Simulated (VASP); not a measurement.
Be3ZnTe4:

```xyz
8
Lattice="4.0671 -0.0275 0.0419 -0.0275 4.1437 -0.0517 0.1196 -0.1477 11.5280" Properties=species:S:1:pos:R:3 pbc="T T T"
Be   -0.0235    0.0237   -0.0262
Be    2.1477    2.1539    2.6307
Be    2.1253    2.0397    8.7304
Zn   -0.2280   -0.2092    5.8989
Te    2.0077   -0.1223    1.3776
Te    0.0570    1.8733    4.0488
Te    2.1833   -0.1322    7.3706
Te    0.2285    2.0885   10.2976
```

```yaml
Program: VASP 6.6.1
Task: relaxation of cell and atoms
Functional: PBE
Potentials_or_basis: VASP PAW PBE potentials, release 64 (Be, Zn, Te)
Cutoff: 600 eV
k_mesh: 4 × 4 × 1
Occupations: gaussian, width 0.1 eV
Spin: no spin polarisation
```

At the start: pressure 3.1 GPa; volume 24.28 Å³/atom.

Problem. Where does the relaxation end?

Solution. Over 21 steps the energy falls by 190.6 meV/atom and the volume is 24.41 Å³/atom (+0.6 %); space group P1 (No. 1, to 0.1 Å) before, P-4m2 (No. 115, to 0.1 Å).

Step by step:
```csv
step,energy change (eV),largest force (eV/Å),pressure (GPa),volume (Å³)
1,0.0000,5.7810,3.10,194.22
2,-1.1068,0.9716,-2.38,207.39
3,-1.1993,1.1794,-1.58,202.90
4,-1.2007,1.1199,-1.71,203.43
5,-1.4000,0.6107,-0.39,196.92
6,-1.4383,0.3711,0.72,192.74
7,-1.4720,0.2105,0.09,194.95
8,-1.4778,0.2141,-0.29,196.41
9,-1.4913,0.1972,-0.08,195.67
10,-1.4984,0.1996,0.20,194.72
11,-1.5090,0.1466,-0.03,195.47
12,-1.5130,0.1340,-0.27,196.44
13,-1.5178,0.1163,0.14,194.99
14,-1.5178,0.1139,0.12,195.03
15,-1.5211,0.0663,-0.03,195.61
16,-1.5213,0.0805,-0.08,195.80
17,-1.5231,0.0562,0.02,195.41
18,-1.5233,0.0514,0.06,195.26
19,-1.5244,0.0297,-0.02,195.54
20,-1.5244,0.0300,-0.04,195.57
21,-1.5247,0.0183,0.05,195.30
```

Final structure:
```
Be Zn Te
1.0
     4.10832    0.00012   -0.00124
     0.00075    4.10763    0.00164
    -0.00072    0.00225   11.57321
Be Zn Te
3 1 4
Direct
  0.00168 0.00061 0.00006
  0.50093 0.49918 0.23917
  0.49829 0.50173 0.76086
  0.99906 0.99808 0.49993
  0.50154 0.99932 0.11939
  0.00038 0.49860 0.35717
  0.49891 0.00140 0.64278
  0.99920 0.50109 0.88064
```

Caveat: the k points lie up to 0.54 Å⁻¹ apart in the final cell.
